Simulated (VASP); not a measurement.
A run of VASP 6.6.1 is set up as follows.

The input INCAR:

```
SYSTEM = Sc3AlP
PREC = Accurate
ENCUT = 520
EDIFF = 1E-7
ISMEAR = 0
SIGMA = 0.1
LREAL = .FALSE.
LASPH = .TRUE.
NELM = 100
ALGO = Normal
ISIF = 2
LWAVE = .FALSE.
LCHARG = .FALSE.
GGA = PE
NBANDS = 28
```

Contents of KPOINTS:

```
regular mesh
0
G
  12 12 6
  0 0 0
```

File POSCAR:

```
Sc3AlP
1.0
    4.5240529526      0.0000000000      0.0000000000
   -2.2620264763      3.9179447850      0.0000000000
    0.0000000000      0.0000000000      6.1644384269
Sc Al P
3 1 1
Direct
    0.6666666667      0.3333333333      0.2673934336
    0.6666666667      0.3333333333      0.7326065664
    0.0000000000      0.0000000000      0.0000000000
    0.3333333333      0.6666666667      0.0000000000
    0.0000000000      0.0000000000      0.5000000000
```

Potentials or basis: VASP PAW PBE potentials, release 64 (Sc_sv, Al, P).

Command:

```sh
$ cat potpaw_PBE.64/Sc_sv/POTCAR potpaw_PBE.64/Al/POTCAR potpaw_PBE.64/P/POTCAR > POTCAR
$ mpirun -np 1 vasp_std > vasp.out
```

Problem. What does it give for the largest force?

Solution. 0.010 eV/Å.

Problem. Predict the pressure.

Solution. 0.1 GPa.

Forces on the atoms (eV/Å):
```
Sc   0.000  0.000 -0.010
Sc   0.000  0.000  0.010
Sc   0.000  0.000  0.000
Al   0.000  0.000  0.000
P    0.000  0.000  0.000
```
